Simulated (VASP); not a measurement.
LiReS3:

```xyz
5
Lattice="4.6266 0.0000 0.0000 0.0000 4.6266 0.0000 0.0000 0.0000 4.6266" Properties=species:S:1:pos:R:3 pbc="T T T"
Li    0.0000    0.0000    0.0000
Re    2.3133    2.3133    2.3133
S     2.3133    0.0000    0.0000
S     0.0000    2.3133    0.0000
S     0.0000    0.0000    2.3133
```

```yaml
Program: VASP 6.6.1
Task: relaxation of cell and atoms
Functional: PBE
Potentials_or_basis: VASP PAW PBE potentials, release 64 (Li_sv, Re, S)
Cutoff: 600 eV
k_mesh: 4 × 4 × 4
Occupations: gaussian, width 0.1 eV
Spin: collinear spin, ferromagnetic start
Starting_moments: "[0.0, 1.0, 0.0, 0.0, 0.0] μB"
```

At the start: pressure -7.5 GPa; volume 19.81 Å³/atom.

Q: Where does the relaxation end?

A: Over 5 steps the energy falls by 129.5 meV/atom and the volume is 14.95 Å³/atom (-24.5 %); space group Pm-3m (No. 221, to 0.05 Å); moment 0.14 μB per cell.

Step by step:
```
step  energy change (eV)  largest force (eV/Å)  pressure (GPa)  volume (Å³)
   1              0.0000                0.0000           -7.49        99.04
   2             -0.4798                0.0000           -4.70        86.35
   3             -0.6291                0.0000            2.79        72.53
   4             -0.6291                0.0000           -2.52        76.95
   5             -0.6473                0.0000           -0.09        74.77
```

Final structure:
```
CELL_PARAMETERS angstrom
4.21280 0.00000 0.00000
0.00000 4.21280 0.00000
0.00000 0.00000 4.21280
ATOMIC_POSITIONS crystal
Li 0.00000 0.00000 0.00000
Re 0.50000 0.50000 0.50000
S 0.50000 0.00000 0.00000
S 0.00000 0.50000 0.00000
S 0.00000 0.00000 0.50000
```

Caveat: the cutoff is under 1.25 times the usual one of these potentials, so pressure, stress and relaxed cells hold a basis-set (Pulay) error; the volume moved by over 15 % at a fixed basis, so the end points are rough.
